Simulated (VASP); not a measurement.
C:

```xyz
2
Lattice="0.0000 1.7834 1.7834 1.7834 0.0000 1.7834 1.7834 1.7834 0.0000" Properties=species:S:1:pos:R:3 pbc="T T T"
C     1.7834    1.7834    1.7834
C     2.6751    2.6751    2.6751
```

Base run:

| Property | Result |
| --- | --- |
| Program | VASP 6.6.1 |
| Functional | LDA |
| Potentials or basis | VASP PAW LDA potentials, release 64 (C) |
| Cutoff | 520 eV |
| k mesh | 8 × 8 × 8 |
| Occupations | gaussian, width 0.1 eV |
| Spin | no spin polarisation |

Its results: band gap on the k mesh 4.10 eV, indirect (least direct gap 5.54 eV); pressure -11.7 GPa.

Q: The run is repeated on the same cell with these changes: potentials or basis from VASP PAW LDA potentials, release 64 (C) to VASP PAW LDA potentials, release 64 (C_h); cutoff from 520 eV to 910 eV. What comes out?

A: Band gap on the k mesh 4.10 eV, indirect (least direct gap 5.54 eV); pressure -12.5 GPa.

Caveats: the cutoff is under 1.25 times the usual one of these potentials, so pressure, stress and relaxed cells hold a basis-set (Pulay) error (some runs).

A k mesh can miss the band edges.
